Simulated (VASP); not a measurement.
A run of VASP 6.6.1:

Contents of INCAR:

```
SYSTEM = BN
  PREC = Accurate
  ENCUT = 600
  EDIFF = 1E-7
  ISMEAR = -1
  SIGMA = 0.02
  LREAL = .False.
  LASPH = .True.
  NELM = 120
  ALGO = Normal
  ISIF = 3
  LWAVE = .False.
  LCHARG = .False.
  GGA = PS
  IBRION = 2
  NSW = 80
  EDIFFG = -0.005
  GGA_COMPAT = .False.
  NELMIN = 4
```

The input KPOINTS:

```
Automatic mesh
0
Gamma
  12 12 4
  0 0 0
```

File POSCAR:

```
BN
1.0
    2.5121668516      0.0000000000      0.0000000000
   -1.2560834258      2.1756003120      0.0000000000
    0.0000000000      0.0000000000      8.3272229898
B N
2 2
Direct
    0.3333333333      0.6666666667      0.2500000000
    0.6666666667      0.3333333333      0.7500000000
    0.6666666667      0.3333333333      0.2500000000
    0.3333333333      0.6666666667      0.7500000000
```

Potentials or basis: VASP PAW PBE potentials, release 64 (B, N).

Command:

```bash
$ cat potpaw_PBE.64/B/POTCAR potpaw_PBE.64/N/POTCAR > POTCAR
$ mpirun -np 1 vasp_std > vasp.out
```

Hardware: 1 thread of Intel Xeon 8259CL, with other jobs on the host.

How long does it take, and how much memory?

It took 9.4 min on 1 thread of Intel Xeon 8259CL, on a shared host, peak memory 0.19 GiB. Counts: scf iterations 144, k points 57, ion steps 16.
